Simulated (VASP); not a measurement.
# Zn3PAu (Pm-3m) in VASP: notebook

Zn3PAu is run at these levels: PBE; tasks: relaxation of cell and atoms, single point.

Everything below comes from runs of VASP 6.6.1. Logs are shortened: lines on timing, memory, paths and dates and some standing lists are left out, and cuts for length are marked.

**1. The cell of the first run**

Symmetry: Pm-3m, No. 221, cubic system. The conventional cell has a = 4.195 Å, b = 4.195 Å, c = 4.195 Å, α = 90.00°, β = 90.00°, γ = 90.00°. Within 2.8 Å of Zn (site symmetry 4/mmm) lie 2 Au at 2.10 Å. P (site symmetry m-3m) has 12 Zn at 2.97 Å and 8 Au at 3.63 Å within 3.9 Å. Au (site symmetry m-3m) has 6 Zn at 2.10 Å within 2.8 Å.

**2. Relaxation of cell and atoms, PBE**

INCAR

```
SYSTEM = Zn3PAu
PREC     = Accurate       ! precision mode
ENCUT    = 600            ! plane-wave cutoff, eV
EDIFF    = 1E-7           ! SCF threshold, eV
ISMEAR   = 0              ! smearing method
SIGMA    = 0.1            ! smearing width, eV
LREAL    = .FALSE.        ! projectors in reciprocal space
LASPH    = .TRUE.         ! aspherical terms in the spheres
NELM     = 100            ! most SCF steps
ALGO     = Normal         ! electronic algorithm
ISIF     = 3              ! what is computed and relaxed
LWAVE    = .FALSE.        ! write WAVECAR
LCHARG   = .FALSE.        ! write CHGCAR
GGA      = PE             ! functional
IBRION   = 2              ! ionic algorithm
NSW      = 90             ! ionic steps
EDIFFG   = -0.04          ! ionic threshold
```

KPOINTS

```
Automatic mesh
0
G
  4 4 4
  0 0 0
```

POSCAR

```
Zn3PAu
1.0
    4.1947859519      0.0000000000      0.0000000000
    0.0000000000      4.1947859519      0.0000000000
    0.0000000000      0.0000000000      4.1947859519
Zn P Au
3 1 1
Direct
    0.0000000000      0.5000000000      0.5000000000
    0.5000000000      0.0000000000      0.5000000000
    0.5000000000      0.5000000000      0.0000000000
    0.0000000000      0.0000000000      0.0000000000
    0.5000000000      0.5000000000      0.5000000000
```

Potentials or basis: VASP PAW PBE potentials, release 64 (Zn, P, Au).

Started as:

```sh
cat potpaw_PBE.64/Zn/POTCAR potpaw_PBE.64/P/POTCAR potpaw_PBE.64/Au/POTCAR > POTCAR
mpirun -np 1 vasp_std > vasp.out
```

OUTCAR:

```text
SYSTEM = Zn3PAu
   PREC = Accurate
   ENCUT = 600
   EDIFF = 1E-7
   ISMEAR = 0
   LREAL = .FALSE.
   LASPH = .TRUE.
   NELM = 100
   ISIF = 3
   GGA = PE
   IBRION = 2
   NSW = 90
   EDIFFG = -0.04

 ion  position               nearest neighbor table
   1  0.000  0.500  0.500-   5 2.10   5 2.10   4 2.97   2 2.97   3 2.97   4 2.97   2 2.97   4 2.97
                             4 2.97   2 2.97   3 2.97   3 2.97   3 2.97   2 2.97
   2  0.500  0.000  0.500-   5 2.10   5 2.10   4 2.97   1 2.97   3 2.97   4 2.97   1 2.97   3 2.97
                             3 2.97   3 2.97   1 2.97   4 2.97   4 2.97   1 2.97
   3  0.500  0.500  0.000-   5 2.10   5 2.10   4 2.97   1 2.97   1 2.97   2 2.97   2 2.97   2 2.97
                             4 2.97   2 2.97   1 2.97   4 2.97   1 2.97   4 2.97
   4  0.000  0.000  0.000-   1 2.97   2 2.97   3 2.97   1 2.97   2 2.97   1 2.97   3 2.97   1 2.97
                             2 2.97   3 2.97   2 2.97   3 2.97
   5  0.500  0.500  0.500-   1 2.10   2 2.10   3 2.10   3 2.10   2 2.10   1 2.10

  LATTYP: Found a simple cubic cell.
 ALAT       =     4.1947859519

  Lattice vectors:

 A1 = (   4.1947859519,   0.0000000000,   0.0000000000)
 A2 = (   0.0000000000,   4.1947859519,   0.0000000000)
 A3 = (   0.0000000000,   0.0000000000,   4.1947859519)

Analysis of symmetry for initial positions (statically):
=====================================================================
 Subroutine PRICEL returns:
 Original cell was already a primitive cell.

 Routine SETGRP: Setting up the symmetry group for a
 simple cubic supercell.

 Subroutine GETGRP returns: Found 48 space group operations
 (whereof 48 operations were pure point group operations)
 out of a pool of 48 trial point group operations.

The static configuration has the point symmetry O_h .

Analysis of symmetry for dynamics (positions and initial velocities):
=====================================================================
 Subroutine PRICEL returns:
 Original cell was already a primitive cell.

 Routine SETGRP: Setting up the symmetry group for a
 simple cubic supercell.

 Subroutine GETGRP returns: Found 48 space group operations
 (whereof 48 operations were pure point group operations)
 out of a pool of 48 trial point group operations.

The dynamic configuration has the point symmetry O_h .

 Subroutine INISYM returns: Found 48 space group operations
 (whereof 48 operations are pure point group operations),
 and found     1 'primitive' translations

----------------------------------------------------------------------------------------

                                     Primitive cell

  volume of cell :      73.8124

  direct lattice vectors                    reciprocal lattice vectors
     4.194785952  0.000000000  0.000000000     0.238391186  0.000000000  0.000000000
     0.000000000  4.194785952  0.000000000     0.000000000  0.238391186  0.000000000
     0.000000000  0.000000000  4.194785952     0.000000000  0.000000000  0.238391186

  length of vectors
     4.194785952  4.194785952  4.194785952     0.238391186  0.238391186  0.238391186

  position of ions in fractional coordinates (direct lattice)
     0.000000000  0.500000000  0.500000000
     0.500000000  0.000000000  0.500000000
     0.500000000  0.500000000  0.000000000
     0.000000000  0.000000000  0.000000000
     0.500000000  0.500000000  0.500000000

  ion indices of the primitive-cell ions
   primitive index   ion index
                 1           1
                 2           2
                 3           3
                 4           4
                 5           5

----------------------------------------------------------------------------------------

 KPOINTS: Automatic mesh

Automatic generation of k-mesh.
 Grid dimensions read from file:
 generate k-points for:    4    4    4

 Generating k-lattice:

  Cartesian coordinates                     Fractional coordinates (reciprocal lattice)
     0.059597797  0.000000000  0.000000000     0.250000000  0.000000000  0.000000000
     0.000000000  0.059597797  0.000000000     0.000000000  0.250000000  0.000000000
     0.000000000  0.000000000  0.059597797     0.000000000  0.000000000  0.250000000

  Length of vectors
     0.059597797  0.059597797  0.059597797

  Shift w.r.t. Gamma in fractional coordinates (k-lattice)
     0.000000000  0.000000000  0.000000000

 Subroutine IBZKPT returns following result:
 ===========================================

 Found     10 irreducible k-points:

 Following reciprocal coordinates:
            Coordinates               Weight
  0.000000  0.000000  0.000000      1.000000
  0.250000  0.000000  0.000000      6.000000
  0.500000  0.000000  0.000000      3.000000
  0.250000  0.250000  0.000000     12.000000
  0.500000  0.250000  0.000000     12.000000
  0.500000  0.500000  0.000000      3.000000
  0.250000  0.250000  0.250000      8.000000
  0.500000  0.250000  0.250000     12.000000
  0.500000  0.500000  0.250000      6.000000
  0.500000  0.500000  0.500000      1.000000
   k-points           NKPTS =     10   k-points in BZ     NKDIM =     10   number of bands    NBANDS=     31
   number of dos      NEDOS =    301   number of ions     NIONS =      5
   total plane-waves  NPLWV =  46656
   dimension x,y,z NGX =    36 NGY =   36 NGZ =   36
   dimension x,y,z NGXF=    72 NGYF=   72 NGZF=   72
   ions per type =               3   1   1
   NGX,Y,Z   is equivalent  to a cutoff of  14.27, 14.27, 14.27 a.u.
   NGXF,Y,Z  is equivalent  to a cutoff of  28.53, 28.53, 28.53 a.u.
 SYSTEM =  Zn3PAu
   PREC   = accura    normal or accurate (medium, high low for compatibility)
   ISTART =      0    job   : 0-new  1-cont  2-samecut
   ICHARG =      2    charge: 1-file 2-atom 10-const
   ISPIN  =      1    spin polarized calculation?
   LNONCOLLINEAR =      F non collinear calculations
   LSORBIT =      F    spin-orbit coupling
   LASPH  =      T    aspherical Exc in radial PAW
   ENCUT  =  600.0 eV  44.10 Ry    6.64 a.u.   8.38  8.38  8.38*2*pi/ulx,y,z
   NELM   =    100;   NELMIN=  2; NELMDL= -5     # of ELM steps
   EDIFF  = 0.1E-06   stopping-criterion for ELM
   LREAL  =      F    real-space projection
   EDIFFG = -.4E-01   stopping-criterion for IOM
   NSW    =     90    number of steps for IOM
   IBRION =      2    ionic relax: 0-MD 1-quasi-New 2-CG
   NFREE  =      1    steps in history (QN), initial steepest desc. (CG)
   ISIF   =      3    stress and relaxation
   ISYM   =      2    0-nonsym 1-usesym 2-fastsym
   POTIM  = 0.5000    time-step for ionic-motion
   TEBEG  =    0.0;   TEEND  =   0.0 temperature during run
   PSTRESS=    0.0 pullay stress
   NELECT =      52.0000    total number of electrons
   NUPDOWN=      -1.0000    fix difference up-down
   EMIN   =  10.00;   EMAX   =-10.00  energy-range for DOS
   EFERMI =   0.00;   METHOD = LEGACY
   ISMEAR =     0;   SIGMA  =   0.10  broadening in eV -4-tet -1-fermi 0-gaus
   EFERMI_NEDOS =   21; number of points for ismear=-14 and -15
   IALGO  =     38    algorithm
   IMIX   =      4    mixing-type and parameters
     AMIX     =   0.40;   BMIX     =  1.00
     AMIX_MAG =   1.60;   BMIX_MAG =  1.00
  volume/ion in A,a.u.               =      14.76        99.62
  Fermi-wavevector in a.u.,A,eV,Ry     =   1.456687  2.752739 28.870692  2.121936
  Thomas-Fermi vector in A             =   2.573576
   LORBIT       =      0    0 simple, 1 ext, 2 COOP (PROOUT), +10 PAW based schemes
   GGA     = PE    functional components
   LHFCALC =     F    Hartree Fock is set to
   AEXX    =    0.0000 exact exchange contribution
   IVDW    =     0    specifies the selected vdW correction
   LEPSILON=     F    determine dielectric tensor
   LRPA    =     F    only Hartree local field effects (RPA)
 conjugate gradient relaxation of ions
 non-spin polarized calculation
 Gauss-broadening in eV      SIGMA  =   0.10
  energy-cutoff  :      600.00
  volume of cell :       73.81
 maximum number of plane-waves:      2517
 NGX is ok and might be reduce to    36
   NGX = 17   NGY = 17   NGZ = 17

--------------------------------------- Ionic step        1  -------------------------------------------

 number of electron      52.0000054 magnetization

 Free energy of the ion-electron system (eV)
  ---------------------------------------------------
  ext. energy  EPLUGINS =         0.00000000
  ---------------------------------------------------
  free energy    TOTEN  =        -3.36037001 eV

  energy without entropy =       -3.33321717  energy(sigma->0) =       -3.34679359

 E-fermi :   6.3132     XC(G=0): -11.8216

 val. band max:        6.2823837458   @ k =   0.5000   0.2500   0.0000
 cond. band min:       6.3464193959   @ k =   0.2500   0.2500   0.2500
 fundamental gap:      0.0640356502
 Fermi energy:         6.3132074291

 k-point     1 :       0.0000    0.0000    0.0000
  band No.  band energies     occupation
      1      -6.1950      2.00000
      2      -4.8647      2.00000
      3      -4.8647      2.00000
      4      -3.7799      2.00000
      5      -3.7799      2.00000
      6      -3.7799      2.00000
[... 776 lines left out ...]
 POSITION                                       TOTAL-FORCE (eV/Angst)
 -----------------------------------------------------------------------------------
      0.00000      2.42914      2.42914         0.000000      0.000000      0.000000
      2.42914      0.00000      2.42914         0.000000      0.000000      0.000000
      2.42914      2.42914     -0.00000        -0.000000     -0.000000      0.000000
      0.00000      0.00000      0.00000        -0.000000     -0.000000      0.000000
      2.42914      2.42914      2.42914         0.000000      0.000000      0.000000
 -----------------------------------------------------------------------------------
    total drift:                                0.000000      0.000000      0.000000

  FREE ENERGIE OF THE ION-ELECTRON SYSTEM (eV)
  ---------------------------------------------------
  free  energy   TOTEN  =        -9.3567564186 eV

  energy  without entropy=       -9.3341140901  energy(sigma->0) =       -9.34543525

--------------------------------------- Ionic step        4  -------------------------------------------

 number of electron      52.0000076 magnetization

 Free energy of the ion-electron system (eV)
  ---------------------------------------------------
  ext. energy  EPLUGINS =         0.00000000
  ---------------------------------------------------
  free energy    TOTEN  =        -9.35797466 eV

  energy without entropy =       -9.33544028  energy(sigma->0) =       -9.34670747

 E-fermi :   2.2490     XC(G=0):  -9.6824

 val. band max:        2.2020888261   @ k =   0.5000   0.2500   0.0000
 cond. band min:       2.2596891185   @ k =   0.2500   0.2500   0.2500
 fundamental gap:      0.0576002924
 Fermi energy:         2.2490318729

 k-point     1 :       0.0000    0.0000    0.0000
  band No.  band energies     occupation
      1      -7.2968      2.00000
      2      -5.8134      2.00000
      3      -5.7987      2.00000
      4      -5.7987      2.00000
      5      -5.2159      2.00000
      6      -5.2159      2.00000
[... 351 lines left out ...]
 POSITION                                       TOTAL-FORCE (eV/Angst)
 -----------------------------------------------------------------------------------
      0.00000      2.42250      2.42250        -0.000000      0.000000      0.000000
      2.42250      0.00000      2.42250         0.000000      0.000000      0.000000
      2.42250      2.42250     -0.00000        -0.000000     -0.000000      0.000000
      0.00000      0.00000      0.00000        -0.000000     -0.000000      0.000000
      2.42250      2.42250      2.42250         0.000000     -0.000000      0.000000
 -----------------------------------------------------------------------------------
    total drift:                                0.000000      0.000000      0.000000

  FREE ENERGIE OF THE ION-ELECTRON SYSTEM (eV)
  ---------------------------------------------------
  free  energy   TOTEN  =        -9.3579746579 eV

  energy  without entropy=       -9.3354402759  energy(sigma->0) =       -9.34670747

 reached required accuracy - stopping structural energy minimisation
```

Run time: 66 s. Hardware: 1 thread of Intel Xeon 6975P-C (Granite Rapids), shared host; peak memory 0.23 GiB.

Results:

```yaml
Free_energy: -9.3580 eV
Relaxed_volume: 22.75 Å³/atom
Relaxed_cell: a = 4.845 Å, b = 4.845 Å, c = 4.845 Å, α = 90.00°, β = 90.00°, γ = 90.00°
Space_group_after_relaxing_to_0.1_Å: Pm-3m (No. 221)
Energy_gained_by_relaxing: 1199.5 meV/atom
Ionic_steps: 4
Pressure_after_relaxing: 0.0 GPa
Band_gap_on_the_k_mesh: zero (bands 26 and 27 overlap by 3.10 eV)
```

Step by step:
| step | energy change (eV) | largest force (eV/Å) | pressure (GPa) | volume (Å³) |
| --- | --- | --- | --- | --- |
| 1 | 0.0000 | 0.0000 | 72.20 | 73.81 |
| 2 | -3.7760 | 0.0000 | -8.03 | 170.12 |
| 3 | -5.9964 | 0.0000 | -0.44 | 114.67 |
| 4 | -5.9976 | 0.0000 | 0.02 | 113.73 |

Final structure:
```
Zn P Au
1.0
     4.84500    0.00000    0.00000
     0.00000    4.84500    0.00000
     0.00000    0.00000    4.84500
Zn P Au
3 1 1
Cartesian
  0.0000 2.4225 2.4225
  2.4225 0.0000 2.4225
  2.4225 2.4225 0.0000
  0.0000 0.0000 0.0000
  2.4225 2.4225 2.4225
```

Caveat: the k points lie up to 0.32 Å⁻¹ apart in the final cell, too coarse for converged energies and pressures of a metal; the volume moved by over 15 % at a fixed basis, so the end points are rough; spin-orbit coupling is left out, which moves the levels of the heavy elements.

**3. Single point, PBE**

This run uses another cell than the first one, of 22.71 Å³/atom.

INCAR

```
SYSTEM = Zn3PAu
PREC = Accurate ; ENCUT = 520
EDIFF = 1E-6 ; ISMEAR = 0
SIGMA = 0.1 ; LREAL = .FALSE.
LASPH = .TRUE. ; NELM = 100
ALGO = Normal ; ISIF = 2
LWAVE = .FALSE. ; LCHARG = .FALSE.
GGA = PE ; NBANDS = 34
```

KPOINTS

```
Automatic mesh
0
G
  8 8 8
  0 0 0
```

POSCAR, as its differences from that of step 2:

```diff
@@ -2,5 +2,5 @@
 1.0
-    4.1947859519      0.0000000000      0.0000000000
-    0.0000000000      4.1947859519      0.0000000000
-    0.0000000000      0.0000000000      4.1947859519
+    4.8427282638      0.0000000000      0.0000000000
+    0.0000000000      4.8427282638      0.0000000000
+    0.0000000000      0.0000000000      4.8427282638
 Zn P Au
```

Potentials or basis: VASP PAW PBE potentials, release 64 (Zn, P, Au).

Started as:

```sh
cat potpaw_PBE.64/Zn/POTCAR potpaw_PBE.64/P/POTCAR potpaw_PBE.64/Au/POTCAR > POTCAR
mpirun -np 1 vasp_std > vasp.out
```

OUTCAR:

```text
SYSTEM = Zn3PAu
   PREC = Accurate
   ENCUT = 520
   EDIFF = 1E-6
   ISMEAR = 0
   LREAL = .FALSE.
   LASPH = .TRUE.
   NELM = 100
   ISIF = 2
   GGA = PE

 ion  position               nearest neighbor table
   1  0.000  0.500  0.500-   5 2.42   5 2.42
   2  0.500  0.000  0.500-   5 2.42   5 2.42
   3  0.500  0.500  0.000-   5 2.42   5 2.42
   4  0.000  0.000  0.000-
   5  0.500  0.500  0.500-   1 2.42   2 2.42   3 2.42   3 2.42   2 2.42   1 2.42

  LATTYP: Found a simple cubic cell.
 ALAT       =     4.8427282638

  Lattice vectors:

 A1 = (   4.8427282638,   0.0000000000,   0.0000000000)
 A2 = (   0.0000000000,   4.8427282638,   0.0000000000)
 A3 = (   0.0000000000,   0.0000000000,   4.8427282638)

Analysis of symmetry for initial positions (statically):
=====================================================================
 Subroutine PRICEL returns:
 Original cell was already a primitive cell.

 Routine SETGRP: Setting up the symmetry group for a
 simple cubic supercell.

 Subroutine GETGRP returns: Found 48 space group operations
[... 172 lines left out ...]

 val. band max:        2.1754526798   @ k =   0.3750   0.2500   0.1250
 cond. band min:       2.2117190077   @ k =   0.5000   0.1250   0.1250
 fundamental gap:      0.0362663278
 Fermi energy:         2.2080724250

 k-point     1 :       0.0000    0.0000    0.0000
  band No.  band energies     occupation
      1      -7.3347      2.00000
      2      -5.7913      2.00000
      3      -5.7562      2.00000
      4      -5.7562      2.00000
      5      -5.1799      2.00000
      6      -5.1799      2.00000
[... 877 lines left out ...]
     33       8.2620      0.00000
     34       8.3360      0.00000

 [... further k-points ...]

------------------------ aborting loop because EDIFF is reached ----------------------------------------

  FORCE on cell =-STRESS in cart. coord.  units (eV):
  Direction    XX          YY          ZZ          XY          YZ          ZX
  --------------------------------------------------------------------------------------
  -------------------------------------------------------------------------------------
  Total        0.1310014      0.1310014      0.1310014      0.0000000      0.0000000      0.0000000
  in kB        1.8480608      1.8480608      1.8480608      0.0000000      0.0000000      0.0000000
  external PRESSURE =       1.8480608 kB  Pullay stress =       0.0000000 kB

 VOLUME and BASIS-vectors are now :
 -----------------------------------------------------------------------------
  energy-cutoff  :      520.00
  volume of cell :      113.57
      direct lattice vectors                 reciprocal lattice vectors
     4.842728264  0.000000000  0.000000000     0.206495171  0.000000000  0.000000000
     0.000000000  4.842728264  0.000000000     0.000000000  0.206495171  0.000000000
     0.000000000  0.000000000  4.842728264     0.000000000  0.000000000  0.206495171

 POSITION                                       TOTAL-FORCE (eV/Angst)
 -----------------------------------------------------------------------------------
      0.00000      2.42136      2.42136         0.000000      0.000000      0.000000
      2.42136      0.00000      2.42136         0.000000      0.000000      0.000000
      2.42136      2.42136      0.00000         0.000000      0.000000      0.000000
      0.00000      0.00000      0.00000         0.000000      0.000000      0.000000
      2.42136      2.42136      2.42136         0.000000      0.000000      0.000000
 -----------------------------------------------------------------------------------
    total drift:                                0.000000      0.000000      0.000000

  FREE ENERGIE OF THE ION-ELECTRON SYSTEM (eV)
  ---------------------------------------------------
  free  energy   TOTEN  =        -9.2602196574 eV

  energy  without entropy=       -9.2386594570  energy(sigma->0) =       -9.24943956
```

stdout:

```text
POSCAR found type information on POSCAR ZnP Au
 POSCAR found :  3 types and       5 ions
 scaLAPACK will be used
 LDA part: xc-table for (Slater+PW92), standard interpolation
 POSCAR, INCAR and KPOINTS ok, starting setup
 FFT: planning ... GRIDC
 FFT: planning ... GRID_SOFT
 FFT: planning ... GRID
 WAVECAR not read
 entering main loop
```

It took 35 s on 1 thread of Intel Xeon 6975P-C (Granite Rapids), shared host; peak memory 0.28 GiB.

Results:

* Free energy: -9.2602 eV
* Pressure: 0.2 GPa
* Band gap on the k mesh: zero (bands 26 and 27 overlap by 3.16 eV)

Levels at points of the mesh, in eV from the Fermi level:
| k point | band 22 | band 23 | band 24 | band 25 | band 26 | band 27 | band 28 | band 29 | band 30 | band 31 |
| --- | --- | --- | --- | --- | --- | --- | --- | --- | --- | --- |
| (0.00, 0.00, 0.00) | -4.21 | -1.60 | -1.60 | -1.60 | 1.54 | 1.54 | 1.82 | 1.82 | 1.82 | 5.07 |
| (0.50, 0.00, 0.00) | -4.22 | -3.10 | -0.48 | -0.48 | -0.21 | 0.64 | 0.64 | 2.25 | 3.07 | 5.39 |
| (0.50, 0.50, 0.00) | -4.60 | -4.02 | -4.02 | -0.22 | 0.67 | 0.67 | 1.83 | 2.16 | 3.25 | 4.22 |
| (0.50, 0.50, 0.50) | -4.96 | -2.77 | -2.77 | -2.77 | -1.62 | -1.62 | -1.62 | 5.24 | 5.24 | 5.24 |

Caveat: spin-orbit coupling is left out, which moves the levels of the heavy elements.

(Continued in part 2 of 2.)

The gap in the log of VASP goes by the Fermi energy; the results here count the filled bands.